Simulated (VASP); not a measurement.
Set up this calculation in VASP 6.6.1, as the native input.

* Task: single point
* Functional: PBE
* Potentials or basis: VASP PAW PBE potentials, release 64 (Cl)
* Cutoff: 520 eV
* k mesh: 6 × 6 × 6
* Occupations: gaussian, width 0.1 eV
* Spin: no spin polarisation
* Dipole correction: no
* Further INCAR settings: ALGO = Normal; EDIFF = 1e-07; NBANDS = 26

The structure of Cl lies in POSCAR:

```
Cl
1.0
    4.1234441671      2.3806715999      4.0253233073
   -4.1234441671      2.3806715999      4.0253233073
    0.0000000000     -4.7613431998      4.0253233073
Cl
5
Direct
    0.5000000000      0.0000000000      0.0000000000
    0.0000000000      0.5000000000      0.0000000000
    0.0000000000      0.0000000000      0.5000000000
    0.8319834772      0.8319834772      0.8319834772
    0.1680165228      0.1680165228      0.1680165228
```

One way to write it, as run:

INCAR

```
  ALGO = Normal
  EDIFF = 1E-7
  ENCUT = 520
  GGA = PE
  ISIF = 2
  ISMEAR = 0
  LASPH = T
  LCHARG = F
  LREAL = F
  LWAVE = F
  NBANDS = 26
  NELM = 100
  PREC = Accurate
  SIGMA = 0.1
```

KPOINTS

```
k-points
0
Gamma
  6 6 6
```

Potentials or basis: VASP PAW PBE potentials, release 64 (Cl).

The run is started by

```sh
$ cat potpaw_PBE.64/Cl/POTCAR > POTCAR
$ mpirun -np 1 vasp_std > vasp.out
```

It gave:

The pressure is -0.1 GPa.

Caveat: an odd number of electrons without spin polarisation forces a metal; a magnetic or distorted state may lie lower.

It took 78 s on 1 thread of Intel(R) Xeon(R) Platinum 8559C (Emerald Rapids) (shared host), peak memory 0.36 GiB.
